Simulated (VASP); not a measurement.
# GdO (F-43m) in VASP: a series of runs

Runs on GdO. Level: PBEsol. Tasks: single point.

Everything below comes from runs of VASP 6.6.1. Logs are shortened: lines on timing, memory, paths and dates and some standing lists are left out, and cuts for length are marked.

### 1 The cell of the first run

Symmetry: F-43m, No. 216, cubic system. The conventional cell has a = 5.283 Å, b = 5.283 Å, c = 5.283 Å, α = 90.00°, β = 90.00°, γ = 90.00°. Gd (site symmetry -43m) has 4 O at 2.29 Å within 3.0 Å. Within 3.0 Å of O (site symmetry -43m) lie 4 Gd at 2.29 Å.

### 2 Single point, PBEsol, collinear spin, ferromagnetic start (18.43 Å³/atom)

INCAR

```
SYSTEM = GdO
  ALGO = Normal
  EDIFF = 1E-7
  ENCUT = 520
  GGA = PS
  ISIF = 2
  ISMEAR = -1
  ISPIN = 2
  LASPH = .TRUE.
  LCHARG = .FALSE.
  LMAXMIX = 6
  LORBIT = 11
  LREAL = .FALSE.
  LWAVE = .FALSE.
  MAGMOM = 7 0
  NBANDS = 23
  NELM = 150
  PREC = Accurate
  SIGMA = 0.08
```

KPOINTS

```
k-points
0
G
  13 13 13
  0 0 0
```

POSCAR

```
GdO
1.0
    0.0000000000      2.6415636100      2.6415636100
    2.6415636100      0.0000000000      2.6415636100
    2.6415636100      2.6415636100      0.0000000000
Gd O
1 1
Direct
    0.0000000000      0.0000000000      0.0000000000
    0.7500000000      0.7500000000      0.7500000000
```

Potentials or basis: VASP PAW PBE potentials, release 64 (Gd, O).

Launch:

```
cat potpaw_PBE.64/Gd/POTCAR potpaw_PBE.64/O/POTCAR > POTCAR
mpirun -np 1 vasp_std > vasp.out
```

OUTCAR:

```text
SYSTEM = GdO
   EDIFF = 1E-7
   ENCUT = 520
   GGA = PS
   ISIF = 2
   ISMEAR = -1
   ISPIN = 2
   LASPH = .TRUE.
   LORBIT = 11
   LREAL = .FALSE.
   NELM = 150
   PREC = Accurate

 ion  position               nearest neighbor table
   1  0.000  0.000  0.000-   2 2.29   2 2.29   2 2.29   2 2.29
   2  0.750  0.750  0.750-   1 2.29   1 2.29   1 2.29   1 2.29

  LATTYP: Found a face centered cubic cell.
 ALAT       =     5.2831272200

  Lattice vectors:

 A1 = (   0.0000000000,   2.6415636100,   2.6415636100)
 A2 = (   2.6415636100,   0.0000000000,   2.6415636100)
 A3 = (   2.6415636100,   2.6415636100,   0.0000000000)

Analysis of symmetry for initial positions (statically):
=====================================================================
 Subroutine PRICEL returns:
 Original cell was already a primitive cell.

 Routine SETGRP: Setting up the symmetry group for a
 face centered cubic supercell.

 Subroutine GETGRP returns: Found 24 space group operations
 (whereof 24 operations were pure point group operations)
 out of a pool of 48 trial point group operations.

The static configuration has the point symmetry T_d .

Analysis of symmetry for dynamics (positions and initial velocities):
=====================================================================
 Subroutine PRICEL returns:
 Original cell was already a primitive cell.

 Routine SETGRP: Setting up the symmetry group for a
 face centered cubic supercell.

 Subroutine GETGRP returns: Found 24 space group operations
 (whereof 24 operations were pure point group operations)
 out of a pool of 48 trial point group operations.

The dynamic configuration has the point symmetry T_d .

Analysis of structural, dynamic, and magnetic symmetry:
=====================================================================
 Subroutine PRICEL returns:
 Original cell was already a primitive cell.

 Routine SETGRP: Setting up the symmetry group for a
 face centered cubic supercell.

 Subroutine GETGRP returns: Found 24 space group operations
 (whereof 24 operations were pure point group operations)
 out of a pool of 48 trial point group operations.

The overall configuration has the point symmetry T_d .

 Subroutine INISYM returns: Found 24 space group operations
 (whereof 24 operations are pure point group operations),
 and found     1 'primitive' translations

----------------------------------------------------------------------------------------

                                     Primitive cell

  volume of cell :      36.8649

  direct lattice vectors                    reciprocal lattice vectors
     0.000000000  2.641563610  2.641563610    -0.189281832  0.189281832  0.189281832
     2.641563610  0.000000000  2.641563610     0.189281832 -0.189281832  0.189281832
     2.641563610  2.641563610  0.000000000     0.189281832  0.189281832 -0.189281832

  length of vectors
     3.735735083  3.735735083  3.735735083     0.327845750  0.327845750  0.327845750

  position of ions in fractional coordinates (direct lattice)
     0.000000000  0.000000000  0.000000000
     0.750000000  0.750000000  0.750000000

  ion indices of the primitive-cell ions
   primitive index   ion index
                 1           1
                 2           2

----------------------------------------------------------------------------------------

 KPOINTS: k-points

Automatic generation of k-mesh.
 Grid dimensions read from file:
 generate k-points for:   13   13   13

 Generating k-lattice:

  Cartesian coordinates                     Fractional coordinates (reciprocal lattice)
    -0.014560141  0.014560141  0.014560141     0.076923077  0.000000000  0.000000000
     0.014560141 -0.014560141  0.014560141     0.000000000  0.076923077  0.000000000
     0.014560141  0.014560141 -0.014560141     0.000000000  0.000000000  0.076923077

  Length of vectors
     0.025218904  0.025218904  0.025218904

  Shift w.r.t. Gamma in fractional coordinates (k-lattice)
     0.000000000  0.000000000  0.000000000

 Subroutine IBZKPT returns following result:
 ===========================================

 Found     84 irreducible k-points:

 Following reciprocal coordinates:
            Coordinates               Weight
  0.000000  0.000000  0.000000      1.000000
  0.076923  0.000000  0.000000      8.000000
  0.153846  0.000000  0.000000      8.000000
  0.230769  0.000000  0.000000      8.000000
  0.307692  0.000000  0.000000      8.000000
  0.384615  0.000000  0.000000      8.000000
[... 16 lines left out ...]
  0.384615  0.153846  0.000000     24.000000
  0.461538  0.153846  0.000000     24.000000
 [... further k-points ...]
   k-points           NKPTS =     84   k-points in BZ     NKDIM =     84   number of bands    NBANDS=     23
   number of dos      NEDOS =    301   number of ions     NIONS =      2
   total plane-waves  NPLWV =  21952
   dimension x,y,z NGX =    28 NGY =   28 NGZ =   28
   dimension x,y,z NGXF=    56 NGYF=   56 NGZF=   56
   ions per type =               1   1
   NGX,Y,Z   is equivalent  to a cutoff of  12.46, 12.46, 12.46 a.u.
   NGXF,Y,Z  is equivalent  to a cutoff of  24.92, 24.92, 24.92 a.u.
 SYSTEM =  GdO
   PREC   = accura    normal or accurate (medium, high low for compatibility)
   ISTART =      0    job   : 0-new  1-cont  2-samecut
   ICHARG =      2    charge: 1-file 2-atom 10-const
   ISPIN  =      2    spin polarized calculation?
   LNONCOLLINEAR =      F non collinear calculations
   LSORBIT =      F    spin-orbit coupling
   LASPH  =      T    aspherical Exc in radial PAW
   ENCUT  =  520.0 eV  38.22 Ry    6.18 a.u.   6.95  6.95  6.95*2*pi/ulx,y,z
   NELM   =    150;   NELMIN=  2; NELMDL= -5     # of ELM steps
   EDIFF  = 0.1E-06   stopping-criterion for ELM
   LREAL  =      F    real-space projection
   EDIFFG = 0.1E-05   stopping-criterion for IOM
   NSW    =      0    number of steps for IOM
   IBRION =     -1    ionic relax: 0-MD 1-quasi-New 2-CG
   NFREE  =      0    steps in history (QN), initial steepest desc. (CG)
   ISIF   =      2    stress and relaxation
   ISYM   =      2    0-nonsym 1-usesym 2-fastsym
   POTIM  = 0.5000    time-step for ionic-motion
   TEBEG  =    0.0;   TEEND  =   0.0 temperature during run
   PSTRESS=    0.0 pullay stress
   NELECT =      24.0000    total number of electrons
   NUPDOWN=      -1.0000    fix difference up-down
   EMIN   =  10.00;   EMAX   =-10.00  energy-range for DOS
   EFERMI =   0.00;   METHOD = LEGACY
   ISMEAR =    -1;   SIGMA  =   0.08  broadening in eV -4-tet -1-fermi 0-gaus
   EFERMI_NEDOS =   21; number of points for ismear=-14 and -15
   IALGO  =     38    algorithm
   IMIX   =      4    mixing-type and parameters
     AMIX     =   0.40;   BMIX     =  1.00
     AMIX_MAG =   1.60;   BMIX_MAG =  1.00
  volume/ion in A,a.u.               =      18.43       124.39
  Fermi-wavevector in a.u.,A,eV,Ry     =   1.418864  2.681265 27.390918  2.013176
  Thomas-Fermi vector in A             =   2.539945
   LORBIT       =     11    0 simple, 1 ext, 2 COOP (PROOUT), +10 PAW based schemes
   GGA     = PS    functional components
   LHFCALC =     F    Hartree Fock is set to
   AEXX    =    0.0000 exact exchange contribution
   IVDW    =     0    specifies the selected vdW correction
   LEPSILON=     F    determine dielectric tensor
   LRPA    =     F    only Hartree local field effects (RPA)
 spin polarized calculation
  energy-cutoff  :      520.00
  volume of cell :       36.86
 maximum number of plane-waves:      1010
   NGX = 13   NGY = 13   NGZ = 13

 number of electron      24.0000011 magnetization       7.4700219

 Free energy of the ion-electron system (eV)
  ---------------------------------------------------
  ext. energy  EPLUGINS =         0.00000000
  ---------------------------------------------------
  free energy    TOTEN  =       -22.72745408 eV

  energy without entropy =      -22.68312108  energy(sigma->0) =      -22.70528758

 E-fermi :   4.4258     XC(G=0): -10.6215

 val. band max:        4.4207328336   @ k =   0.3077   0.2308   0.0769
 cond. band min:       4.4319254810   @ k =   0.3077   0.0000   0.0000
 fundamental gap:      0.0111926474
 Fermi energy:         4.4257883493

 spin component 1

 k-point     1 :       0.0000    0.0000    0.0000
  band No.  band energies     occupation
      1     -40.9277      1.00000
      2     -18.2010      1.00000
      3     -18.2010      1.00000
      4     -18.2010      1.00000
      5     -15.3174      1.00000
      6      -1.8872      1.00000
[... 15 lines left out ...]
     22      15.8753      0.00000
     23      16.3063      0.00000
[... 575 lines left out ...]
      1     -40.8723      1.00000
      2     -19.3427      1.00000
      3     -18.4126      1.00000
      4     -18.3385      1.00000
      5     -14.2422      1.00000
      6      -1.8319      1.00000
[... 15 lines left out ...]
     22      12.4091      0.00000
     23      16.9282      0.00000

 [... further k-points ...]

 spin component 2

 k-point     1 :       0.0000    0.0000    0.0000
  band No.  band energies     occupation
      1     -37.8097      1.00000
      2     -15.8894      1.00000
      3     -15.8894      1.00000
      4     -15.8894      1.00000
      5     -15.2678      1.00000
      6      -1.5649      1.00000
[... 15 lines left out ...]
     22      17.1004      0.00000
     23      17.2222      0.00000
[... 575 lines left out ...]
      1     -37.7361      1.00000
      2     -17.7896      1.00000
      3     -16.1668      1.00000
      4     -16.0641      1.00000
      5     -13.4996      1.00000
      6      -1.4240      1.00000
[... 15 lines left out ...]
     22      13.7008      0.00000
     23      18.2799      0.00000

 [... further k-points ...]

------------------------ aborting loop because EDIFF is reached ----------------------------------------

  FORCE on cell =-STRESS in cart. coord.  units (eV):
  Direction    XX          YY          ZZ          XY          YZ          ZX
  --------------------------------------------------------------------------------------
  -------------------------------------------------------------------------------------
  Total        0.4896439      0.4896439      0.4896439      0.0000000     -0.0000000      0.0000000
  in kB       21.2802968     21.2802968     21.2802968      0.0000000     -0.0000000      0.0000000
  external PRESSURE =      21.2802968 kB  Pullay stress =       0.0000000 kB

 VOLUME and BASIS-vectors are now :
 -----------------------------------------------------------------------------
  energy-cutoff  :      520.00
  volume of cell :       36.86
      direct lattice vectors                 reciprocal lattice vectors
     0.000000000  2.641563610  2.641563610    -0.189281832  0.189281832  0.189281832
     2.641563610  0.000000000  2.641563610     0.189281832 -0.189281832  0.189281832
     2.641563610  2.641563610  0.000000000     0.189281832  0.189281832 -0.189281832

 POSITION                                       TOTAL-FORCE (eV/Angst)
 -----------------------------------------------------------------------------------
      0.00000      0.00000      0.00000         0.000000      0.000000      0.000000
      3.96235      3.96235      3.96235        -0.000000     -0.000000     -0.000000
 -----------------------------------------------------------------------------------
    total drift:                                0.000000      0.000000      0.000000

  FREE ENERGIE OF THE ION-ELECTRON SYSTEM (eV)
  ---------------------------------------------------
  free  energy   TOTEN  =       -22.7274540847 eV

  energy  without entropy=      -22.6831210839  energy(sigma->0) =      -22.70528758

 total charge

# of ion       s       p       d       f       tot
--------------------------------------------------
    1        2.034   5.624   0.513   7.085  15.256
    2        1.567   3.432   0.000   0.000   4.999
--------------------------------------------------
tot          3.601   9.056   0.513   7.085  20.256

 magnetization (x)

# of ion       s       p       d       f       tot
--------------------------------------------------
    1        0.001  -0.046   0.178   6.717   6.850
    2        0.001  -0.032   0.000   0.000  -0.032
--------------------------------------------------
tot          0.002  -0.078   0.178   6.717   6.819
```

It took 7.8 min on 1 thread of Intel Xeon 8259CL, shared host; peak memory 0.27 GiB.

What came out:

- Free energy: -22.7275 eV
- Pressure: 2.1 GPa
- Net moment: 7.47 μB per cell
- Site moments: Gd +6.85; O -0.03 μB
- Valence electrons inside the program's atomic spheres: Gd 15.26; O 5.00

Caveat: the PAW data sets were made with another functional, which shifts forces and pressure a little; spin-orbit coupling is left out, which moves the levels of the heavy elements; a cell with one magnetic atom can't hold antiferromagnetic order, which such compounds often take; semilocal functionals describe open f shells poorly, which spoils levels, moments and volumes. With open d or f shells a metallic result of PBEsol can be an artefact of self-interaction; +U or a hybrid may open a gap.

(Part 1 of 2 ends here.)
